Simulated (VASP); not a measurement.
# AlNi in VASP: a series of runs

AlNi is run at these levels: PBE; tasks: single point.

Program: VASP 6.6.1. These are calculated values, not measurements. Logs are shortened: lines on timing, memory, paths and dates and some standing lists are left out, and cuts for length are marked.

**1. The cell of the first run**

The structure is monoclinic, space group Pm (No. 6). The conventional cell has a = 2.893 Å, b = 2.893 Å, c = 2.893 Å, α = 90.00°, β = 90.00°, γ = 90.00°. Within 3.1 Å of Al (site symmetry m) lie 8 Ni at 2.37 to 2.64 Å and 6 Al at 2.89 Å. Ni (site symmetry m) has 8 Al at 2.37 to 2.64 Å and 6 Ni at 2.89 Å within 3.1 Å.

**2. Single point, PBE (atoms displaced along a vibrational mode)**

File INCAR:

```
ALGO = Fast
EDIFF = 1E-7
ENCUT = 520
GGA = PE
ISIF = 2
ISMEAR = 0
LASPH = T
LCHARG = T
LELF = T
LREAL = F
LVHAR = T
LWAVE = F
NBANDS = 14
NELM = 100
PREC = Accurate
SIGMA = 0.15
```

File KPOINTS:

```
k-points
0
Gamma
  16 16 16
```

File POSCAR:

```
AlNi
1.0
    2.8927237805      0.0000000000      0.0000000000
    0.0000000000      2.8927237805      0.0000000000
    0.0000000000      0.0000000000      2.8927237805
Al Ni
1 1
Direct
   -0.0345694949     -0.0207416969      0.0000000000
    0.5158917043      0.5095350226      0.5000000000
```

Potentials or basis: VASP PAW PBE potentials, release 64 (Al, Ni).

Launch:

```console
$ cat potpaw_PBE.64/Al/POTCAR potpaw_PBE.64/Ni/POTCAR > POTCAR
$ mpirun -np 1 vasp_std > vasp.out
```

OUTCAR:

```text
EDIFF = 1E-7
   ENCUT = 520
   GGA = PE
   ISIF = 2
   ISMEAR = 0
   LASPH = T
   LREAL = F
   NELM = 100
   PREC = Accurate

 ion  position               nearest neighbor table
   1  0.965  0.979  0.000-   2 2.37   2 2.37   2 2.48   2 2.48   2 2.54   2 2.54   2 2.64   2 2.64

   2  0.516  0.510  0.500-   1 2.37   1 2.37   1 2.48   1 2.48   1 2.54   1 2.54   1 2.64   1 2.64

  LATTYP: Found a simple cubic cell.
 ALAT       =     2.8927237805

  Lattice vectors:

 A1 = (   2.8927237805,   0.0000000000,   0.0000000000)
 A2 = (   0.0000000000,   2.8927237805,   0.0000000000)
 A3 = (   0.0000000000,   0.0000000000,   2.8927237805)

Analysis of symmetry for initial positions (statically):
=====================================================================
 Subroutine PRICEL returns:
 Original cell was already a primitive cell.

 Routine SETGRP: Setting up the symmetry group for a
 simple cubic supercell.

 Subroutine GETGRP returns: Found  2 space group operations
 (whereof  2 operations were pure point group operations)
 out of a pool of 48 trial point group operations.

The static configuration has the point symmetry C_1h.

Analysis of symmetry for dynamics (positions and initial velocities):
=====================================================================
 Subroutine PRICEL returns:
 Original cell was already a primitive cell.

 Routine SETGRP: Setting up the symmetry group for a
 simple cubic supercell.

 Subroutine GETGRP returns: Found  2 space group operations
 (whereof  2 operations were pure point group operations)
 out of a pool of 48 trial point group operations.

The dynamic configuration has the point symmetry C_1h.

 Subroutine INISYM returns: Found  2 space group operations
 (whereof  2 operations are pure point group operations),
 and found     1 'primitive' translations

----------------------------------------------------------------------------------------

                                     Primitive cell

  volume of cell :      24.2059

  direct lattice vectors                    reciprocal lattice vectors
     2.892723780  0.000000000  0.000000000     0.345694949  0.000000000  0.000000000
     0.000000000  2.892723780  0.000000000     0.000000000  0.345694949  0.000000000
     0.000000000  0.000000000  2.892723780     0.000000000  0.000000000  0.345694949

  length of vectors
     2.892723780  2.892723780  2.892723780     0.345694949  0.345694949  0.345694949

  position of ions in fractional coordinates (direct lattice)
     0.965430505  0.979258303  0.000000000
     0.515891704  0.509535023  0.500000000

  ion indices of the primitive-cell ions
   primitive index   ion index
                 1           1
                 2           2

----------------------------------------------------------------------------------------

 KPOINTS: k-points

Automatic generation of k-mesh.
 Grid dimensions read from file:
 generate k-points for:   16   16   16

 Generating k-lattice:

  Cartesian coordinates                     Fractional coordinates (reciprocal lattice)
     0.021605934  0.000000000  0.000000000     0.062500000  0.000000000  0.000000000
     0.000000000  0.021605934  0.000000000     0.000000000  0.062500000  0.000000000
     0.000000000  0.000000000  0.021605934     0.000000000  0.000000000  0.062500000

  Length of vectors
     0.021605934  0.021605934  0.021605934

  Shift w.r.t. Gamma in fractional coordinates (k-lattice)
     0.000000000  0.000000000  0.000000000

 Subroutine IBZKPT returns following result:
 ===========================================

 Found   1170 irreducible k-points:

 Following reciprocal coordinates:
            Coordinates               Weight
  0.000000  0.000000  0.000000      1.000000
  0.062500  0.000000  0.000000      2.000000
  0.000000  0.062500  0.000000      2.000000
  0.000000  0.000000  0.062500      2.000000
  0.125000  0.000000  0.000000      2.000000
  0.000000  0.125000  0.000000      2.000000
[... 16 lines left out ...]
  0.500000  0.000000  0.000000      1.000000
  0.000000  0.500000  0.000000      1.000000
 [... further k-points ...]
   k-points           NKPTS =   1170   k-points in BZ     NKDIM =   1170   number of bands    NBANDS=     14
   number of dos      NEDOS =    301   number of ions     NIONS =      2
   total plane-waves  NPLWV =  13824
   dimension x,y,z NGX =    24 NGY =   24 NGZ =   24
   dimension x,y,z NGXF=    48 NGYF=   48 NGZF=   48
   ions per type =               1   1
   NGX,Y,Z   is equivalent  to a cutoff of  13.79, 13.79, 13.79 a.u.
   NGXF,Y,Z  is equivalent  to a cutoff of  27.59, 27.59, 27.59 a.u.
 SYSTEM =  unknown system
   PREC   = accura    normal or accurate (medium, high low for compatibility)
   ISTART =      0    job   : 0-new  1-cont  2-samecut
   ICHARG =      2    charge: 1-file 2-atom 10-const
   ISPIN  =      1    spin polarized calculation?
   LNONCOLLINEAR =      F non collinear calculations
   LSORBIT =      F    spin-orbit coupling
   LASPH  =      T    aspherical Exc in radial PAW
   ENCUT  =  520.0 eV  38.22 Ry    6.18 a.u.   5.38  5.38  5.38*2*pi/ulx,y,z
   NELM   =    100;   NELMIN=  2; NELMDL= -5     # of ELM steps
   EDIFF  = 0.1E-06   stopping-criterion for ELM
   LREAL  =      F    real-space projection
   EDIFFG = 0.1E-05   stopping-criterion for IOM
   NSW    =      0    number of steps for IOM
   IBRION =     -1    ionic relax: 0-MD 1-quasi-New 2-CG
   NFREE  =      0    steps in history (QN), initial steepest desc. (CG)
   ISIF   =      2    stress and relaxation
   ISYM   =      2    0-nonsym 1-usesym 2-fastsym
   POTIM  = 0.5000    time-step for ionic-motion
   TEBEG  =    0.0;   TEEND  =   0.0 temperature during run
   PSTRESS=    0.0 pullay stress
   NELECT =      13.0000    total number of electrons
   NUPDOWN=      -1.0000    fix difference up-down
   EMIN   =  10.00;   EMAX   =-10.00  energy-range for DOS
   EFERMI =   0.00;   METHOD = LEGACY
   ISMEAR =     0;   SIGMA  =   0.15  broadening in eV -4-tet -1-fermi 0-gaus
   EFERMI_NEDOS =   21; number of points for ismear=-14 and -15
   IALGO  =     68    algorithm
   IMIX   =      4    mixing-type and parameters
     AMIX     =   0.40;   BMIX     =  1.00
     AMIX_MAG =   1.60;   BMIX_MAG =  1.00
  volume/ion in A,a.u.               =      12.10        81.67
  Fermi-wavevector in a.u.,A,eV,Ry     =   1.330707  2.514671 24.092926  1.770780
  Thomas-Fermi vector in A             =   2.459773
   LORBIT       =      0    0 simple, 1 ext, 2 COOP (PROOUT), +10 PAW based schemes
   GGA     = PE    functional components
   LHFCALC =     F    Hartree Fock is set to
   AEXX    =    0.0000 exact exchange contribution
   IVDW    =     0    specifies the selected vdW correction
   LEPSILON=     F    determine dielectric tensor
   LRPA    =     F    only Hartree local field effects (RPA)
 non-spin polarized calculation
 RMM-DIIS sequential band-by-band and
 Gauss-broadening in eV      SIGMA  =   0.15
  energy-cutoff  :      520.00
  volume of cell :       24.21
 maximum number of plane-waves:       672
 NGX is ok and might be reduce to    24
   NGX = 11   NGY = 11   NGZ = 11

 number of electron      13.0000001 magnetization

 Free energy of the ion-electron system (eV)
  ---------------------------------------------------
  ext. energy  EPLUGINS =         0.00000000
  ---------------------------------------------------
  free energy    TOTEN  =       -10.45952648 eV

  energy without entropy =      -10.45076156  energy(sigma->0) =      -10.45514402

 E-fermi :   9.8580     XC(G=0): -11.9822

 val. band max:        9.8576417378   @ k =  -0.1875   0.3750   0.1875
 cond. band min:       9.8591294154   @ k =   0.3125   0.3750  -0.1250
 fundamental gap:      0.0014876775
 Fermi energy:         9.8580127596

 k-point     1 :       0.0000    0.0000    0.0000
  band No.  band energies     occupation
      1      -1.1808      2.00000
      2       6.6562      2.00000
      3       6.6751      2.00000
      4       8.2988      2.00000
      5       8.3322      2.00000
      6       8.3380      2.00000
      7      15.3018      0.00000
      8      15.3208      0.00000
      9      15.3620      0.00000
     10      17.9839      0.00000
     11      17.9890      0.00000
     12      23.2047      0.00000
     13      30.4129      0.00000
     14      30.4432      0.00000

 k-point     2 :       0.0625    0.0000    0.0000
  band No.  band energies     occupation
      1      -1.1096      2.00000
      2       6.6672      2.00000
      3       6.6754      2.00000
      4       8.2829      2.00000
      5       8.3017      2.00000
      6       8.3262      2.00000
      7      14.5427      0.00000
      8      15.4147      0.00000
      9      15.4314      0.00000
     10      17.9898      0.00000
     11      18.6981      0.00000
     12      23.4509      0.00000
     13      29.6563      0.00000
     14      29.6741      0.00000

 k-point     3 :       0.0000    0.0625    0.0000
  band No.  band energies     occupation
      1      -1.1095      2.00000
      2       6.6560      2.00000
      3       6.6869      2.00000
      4       8.2737      2.00000
      5       8.3018      2.00000
      6       8.3351      2.00000
      7      14.5237      0.00000
      8      15.4153      0.00000
      9      15.4591      0.00000
     10      17.9925      0.00000
     11      18.6809      0.00000
     12      23.4562      0.00000
     13      29.6655      0.00000
     14      29.7347      0.00000
[... 324 lines left out ...]
 k-point    23 :       0.5000    0.0000    0.0000
  band No.  band energies     occupation
      1       2.8811      2.00000
      2       3.2632      2.00000
      3       7.1152      2.00000
      4       7.6360      2.00000
      5       7.6490      2.00000
      6       8.3966      2.00000
      7       9.2209      2.00000
      8      18.1871      0.00000
      9      19.7207      0.00000
     10      19.7446      0.00000
     11      20.6899      0.00000
     12      20.7388      0.00000
     13      23.8540      0.00000
     14      25.1480      0.00000

 k-point    24 :       0.0000    0.5000    0.0000
  band No.  band energies     occupation
      1       2.9390      2.00000
      2       3.2077      2.00000
      3       7.1262      2.00000
      4       7.6164      2.00000
      5       7.6509      2.00000
      6       8.4079      2.00000
      7       9.2061      2.00000
      8      18.1734      0.00000
      9      19.7947      0.00000
     10      19.8707      0.00000
     11      20.5416      0.00000
     12      20.6842      0.00000
     13      24.0514      0.00000
     14      24.9581      0.00000

 [... further k-points ...]

------------------------ aborting loop because EDIFF is reached ----------------------------------------

  FORCE on cell =-STRESS in cart. coord.  units (eV):
  Direction    XX          YY          ZZ          XY          YZ          ZX
  --------------------------------------------------------------------------------------
  -------------------------------------------------------------------------------------
  Total        0.2023521      0.3005748      0.3632222      0.2674003      0.0000000      0.0000000
  in kB       13.3936046     19.8949221     24.0415257     17.6991129      0.0000000      0.0000000
  external PRESSURE =      19.1100174 kB  Pullay stress =       0.0000000 kB

 VOLUME and BASIS-vectors are now :
 -----------------------------------------------------------------------------
  energy-cutoff  :      520.00
  volume of cell :       24.21
      direct lattice vectors                 reciprocal lattice vectors
     2.892723780  0.000000000  0.000000000     0.345694949  0.000000000  0.000000000
     0.000000000  2.892723780  0.000000000     0.000000000  0.345694949  0.000000000
     0.000000000  0.000000000  2.892723780     0.000000000  0.000000000  0.345694949

 POSITION                                       TOTAL-FORCE (eV/Angst)
 -----------------------------------------------------------------------------------
      2.79272      2.83272      0.00000         0.853649      0.535099      0.000000
      1.49233      1.47394      1.44636        -0.853649     -0.535099      0.000000
 -----------------------------------------------------------------------------------
    total drift:                                0.000360      0.000034     -0.000006

  FREE ENERGIE OF THE ION-ELECTRON SYSTEM (eV)
  ---------------------------------------------------
  free  energy   TOTEN  =       -10.4595264808 eV

  energy  without entropy=      -10.4507615639  energy(sigma->0) =      -10.45514402
```

Run time: 5.5 min. Hardware: 1 thread of Intel Xeon Platinum 8259CL at 2.50GHz (Skylake/Cascade Lake), shared host; peak memory 0.5 GiB.

Results:

```yaml
Free_energy: -10.4595 eV
Pressure: 1.9 GPa
Largest_force: 1.007 eV/Å
Band_gap_on_the_k_mesh: zero (an odd number of electrons rules out a gap without spin polarisation)
```

Forces on the atoms (eV/Å):
```
Al   0.854  0.535  0.000
Ni  -0.854 -0.535  0.000
```

Caveat: the cell differs from its parent crystal (atoms displaced along a vibrational mode); forces of over 1 eV/Å act on the atoms, so gaps and moduli don't describe the material at rest.

**3. Single point, PBE (atoms displaced along a vibrational mode)**

File INCAR:

```
ALGO = Fast ; EDIFF = 1E-6
ENCUT = 520 ; GGA = PE
ISIF = 2 ; ISMEAR = 0
LASPH = True ; LCHARG = False
LREAL = False ; LWAVE = False
NBANDS = 14 ; NELM = 100
PREC = Accurate ; SIGMA = 0.15
```

KPOINTS is that of step 2.

File POSCAR:

```
AlNi
1.0
    2.8927237805      0.0000000000      0.0000000000
    0.0000000000      2.8927237805      0.0000000000
    0.0000000000      0.0000000000      2.8927237805
Al Ni
1 1
Direct
   -0.0345694949     -0.0345694949      0.0000000000
    0.5158917043      0.5158917043      0.5000000000
```

Potentials or basis: VASP PAW PBE potentials, release 64 (Al, Ni).

Launch:

```console
$ cat potpaw_PBE.64/Al/POTCAR potpaw_PBE.64/Ni/POTCAR > POTCAR
$ mpirun -np 1 vasp_std > vasp.out
```

OUTCAR:

```text
EDIFF = 1E-6
   ENCUT = 520
   GGA = PE
   ISIF = 2
   ISMEAR = 0
   LASPH = True
   LREAL = False
   NELM = 100
   PREC = Accurate

 ion  position               nearest neighbor table
   1  0.965  0.965  0.000-   2 2.34   2 2.34   2 2.51   2 2.51   2 2.51   2 2.51   2 2.68   2 2.68

   2  0.516  0.516  0.500-   1 2.34   1 2.34   1 2.51   1 2.51   1 2.51   1 2.51   1 2.68   1 2.68

  LATTYP: Found a simple cubic cell.
 ALAT       =     2.8927237805

  Lattice vectors:

[... 597 lines left out ...]
------------------------ aborting loop because EDIFF is reached ----------------------------------------

  FORCE on cell =-STRESS in cart. coord.  units (eV):
  Direction    XX          YY          ZZ          XY          YZ          ZX
  --------------------------------------------------------------------------------------
  -------------------------------------------------------------------------------------
  Total        0.3514912      0.3514912      0.5273974      0.4434405      0.0000000      0.0000000
  in kB       23.2650592     23.2650592     34.9082177     29.3511472      0.0000000      0.0000000
  external PRESSURE =      27.1461120 kB  Pullay stress =       0.0000000 kB

 VOLUME and BASIS-vectors are now :
 -----------------------------------------------------------------------------
  energy-cutoff  :      520.00
  volume of cell :       24.21
      direct lattice vectors                 reciprocal lattice vectors
     2.892723780  0.000000000  0.000000000     0.345694949  0.000000000  0.000000000
     0.000000000  2.892723780  0.000000000     0.000000000  0.345694949  0.000000000
     0.000000000  0.000000000  2.892723780     0.000000000  0.000000000  0.345694949

 POSITION                                       TOTAL-FORCE (eV/Angst)
 -----------------------------------------------------------------------------------
      2.79272      2.79272      0.00000         0.892065      0.892065      0.000000
      1.49233      1.49233      1.44636        -0.892065     -0.892065      0.000000
 -----------------------------------------------------------------------------------
    total drift:                               -0.000171     -0.000171     -0.000015

  FREE ENERGIE OF THE ION-ELECTRON SYSTEM (eV)
  ---------------------------------------------------
  free  energy   TOTEN  =       -10.4178755698 eV

  energy  without entropy=      -10.4091333577  energy(sigma->0) =      -10.41350446
```

stdout:

```text
POSCAR found type information on POSCAR AlNi
 POSCAR found :  2 types and       2 ions
 scaLAPACK will be used
 LDA part: xc-table for (Slater+PW92), standard interpolation
 POSCAR, INCAR and KPOINTS ok, starting setup
 FFT: planning ... GRIDC
 FFT: planning ... GRID_SOFT
 FFT: planning ... GRID
 WAVECAR not read
 entering main loop
```

It took 2.9 min on 1 thread of AMD EPYC 7R13 (Zen 3), shared host; peak memory 0.3 GiB.

What came out:

```
Free energy            : -10.4179 eV
Pressure               : 2.7 GPa
Largest force          : 1.262 eV/Å
Band gap on the k mesh : zero (an odd number of electrons rules out a gap without spin polarisation)
```

Forces on the atoms (eV/Å):
```
Al   0.892  0.892  0.000
Ni  -0.892 -0.892  0.000
```

Caveat: the cell differs from its parent crystal (atoms displaced along a vibrational mode); forces of over 1 eV/Å act on the atoms, so gaps and moduli don't describe the material at rest. Spin polarisation is off, so any magnetic state and its effect on volume and gap are missing.

**4. Single point, PBE (atoms displaced along a vibrational mode)**

File INCAR:

```
PREC = Accurate
ENCUT = 520
EDIFF = 1E-6
ISMEAR = 0
SIGMA = 0.15
LREAL = F
LASPH = T
NELM = 100
ALGO = Fast
ISIF = 2
LWAVE = F
LCHARG = T
GGA = PE
LELF = T
LVHAR = T
NBANDS = 14
```

File KPOINTS:

```
Automatic mesh
0
Gamma
  16 16 16
```

File POSCAR:

```
AlNi
1.0
    2.8927237805      0.0000000000      0.0000000000
    0.0000000000      2.8927237805      0.0000000000
    0.0000000000      0.0000000000      2.8927237805
Al Ni
1 1
Direct
   -0.0276555959     -0.0276555959      0.0000000000
    0.5127133634      0.5127133634      0.5000000000
```

Launch:

```console
$ cat potpaw_PBE.64/Al/POTCAR potpaw_PBE.64/Ni/POTCAR > POTCAR
$ mpirun -np 1 vasp_std > vasp.out
```

It took 3.3 min on 1 thread of AMD EPYC 7R13 (Zen 3), shared host; peak memory 0.3 GiB.

The run converged. Its results:

```
Free energy            : -10.4642 eV
Pressure               : 1.7 GPa
Largest force          : 0.985 eV/Å
Band gap on the k mesh : zero (an odd number of electrons rules out a gap without spin polarisation)
```

Forces in eV/Å, atoms in the order of the input:
```
Al   0.696  0.696  0.000
Ni  -0.696 -0.696  0.000
```

Stress tensor (GPa, compression positive):
```
1.51 1.89 0.00
1.89 1.51 0.00
0.00 0.00 2.21
```

Levels at points of the mesh, in eV from the Fermi level:
| k point | band 5 | band 6 | band 7 | band 8 | band 9 | band 10 |
| --- | --- | --- | --- | --- | --- | --- |
| (0.00, 0.00, 0.00) | -1.53 | -1.52 | 5.44 | 5.46 | 5.50 | 8.12 |
| (0.50, 0.00, 0.00) | -2.21 | -1.45 | -0.64 | 8.32 | 9.90 | 9.95 |
| (0.00, 0.00, 0.50) | -2.22 | -1.44 | -0.66 | 8.30 | 10.02 | 10.05 |
| (0.50, 0.50, 0.00) | -2.08 | -2.04 | -1.01 | 1.47 | 2.39 | 12.19 |
| (0.00, 0.50, 0.50) | -2.02 | -2.00 | -1.01 | 1.45 | 2.39 | 12.22 |
| (0.50, 0.50, 0.50) | -0.98 | 1.94 | 1.98 | 2.02 | 3.39 | 4.40 |

Caveat: the cell differs from its parent crystal (atoms displaced along a vibrational mode). Spin polarisation is off, so any magnetic state and its effect on volume and gap are missing.

**5. Summary**

| cell | further INCAR settings | gap on the mesh (eV) | pressure (GPa) | largest force (eV/Å) |
| --- | --- | --- | --- | --- |
| as given, atomic positions A | ALGO = Fast; EDIFF = 1e-07; NBANDS = 14 | none | 1.9 | 1.01 |
| as given, atomic positions B | ALGO = Fast; EDIFF = 1e-06; NBANDS = 14 | none | 2.7 | 1.26 |
| as given, atomic positions C | ALGO = Fast; EDIFF = 1e-06; NBANDS = 14 | none | 1.7 | 0.98 |

Alike in all rows: task single point; level PBE; potentials or basis VASP PAW PBE potentials, release 64 (Al, Ni); no spin polarisation; k mesh 16 × 16 × 16; cutoff (eV) 520; smearing gaussian 0.15 eV.

Caveats: forces of over 1 eV/Å act on the atoms, so gaps and moduli don't describe the material at rest (at least some runs).

Total energies depend on the potentials used, so only differences within one code and one set of settings carry meaning.
